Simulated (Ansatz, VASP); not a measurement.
**Two plane-wave programs on Cu**

File POSCAR:

```
Cu
1.0
    2.4548537087      0.0000000000      0.0000000000
   -1.2274268543      2.1259656743      0.0000000000
    0.0000000000      0.0000000000      4.3823648565
Cu
2
Direct
    0.3333333333      0.6666666667      0.2500000000
    0.6666666667      0.3333333333      0.7500000000
```

Contents of INCAR.step1:

```
ALGO = Normal
EDIFF = 1E-4
ENCUT = 520
GGA = PE
ISMEAR = 0
LASPH = T
LCHARG = F
LREAL = F
LWAVE = T
NBANDS = 18
NELM = 60
PREC = Accurate
SIGMA = 0.15
```

The input INCAR.step2:

```
ALGO = Normal
EDIFF = 1E-7
ENCUT = 520
ISIF = 2
ISMEAR = 0
ISTART = 1
LASPH = T
LCHARG = F
LMIXTAU = T
LREAL = F
LWAVE = F
METAGGA = R2SCAN
NBANDS = 18
NELM = 60
PREC = Accurate
SIGMA = 0.15
```

Contents of KPOINTS:

```
k-points
0
Gamma
  24 24 14
```

Input for Ansatz:

```yaml
crystal:
  lattice:
    - [2.4548537087, 0.0, 0.0]
    - [-1.2274268543, 2.1259656743, 0.0]
    - [0.0, 0.0, 4.3823648565]
  atoms:
    - { symbol: Cu, position: [0.3333333333, 0.6666666667, 0.25] }
    - { symbol: Cu, position: [0.6666666667, 0.3333333333, 0.75] }
basis:
  ecutwfc: 500
kpoints:
  mp_grid: { grid: [24, 24, 14] }
hamiltonian:
  xc: r2scan
scf:
  occupations: { method: gaussian, width: 0.15 }
output:
  forces: true
  stress: true
  eigenvalues: true
```

Alike in both runs: task single point; functional r2SCAN; k mesh 24 × 24 × 14; occupations gaussian, width 0.15 eV; no spin polarisation.

|  | VASP | Ansatz |
| --- | --- | --- |
| version | VASP 6.6.1 | Ansatz 0.2.0 |
| potentials or method | VASP PAW PBE potentials, release 64 (Cu), cutoff 520 eV | scalar-relativistic, plane waves, PAW |
| valence electrons in the cell | 22 | 38 |

VASP gave:

```
gap on the k mesh at the Fermi level (eV)                     : none
pressure (GPa)                                                : 2.5
traceless stress, the component that is largest in VASP (GPa) : -11.14
```

Q: Which values does Ansatz return?

A: gap on the k mesh at the Fermi level (eV): none; pressure (GPa): 1.8; traceless stress, the component that is largest in VASP (GPa): -11.14.

VASP's potentials were made for PBE, not for r2SCAN. A gap of «none» marks a metal or a gap that the smearing closes. The functional is the same, so the differences come from potentials, cutoffs and numerics. VASP's potentials hold 22 valence electrons a cell and Ansatz's 38, so a difference there can come from the potentials and not from the codes.
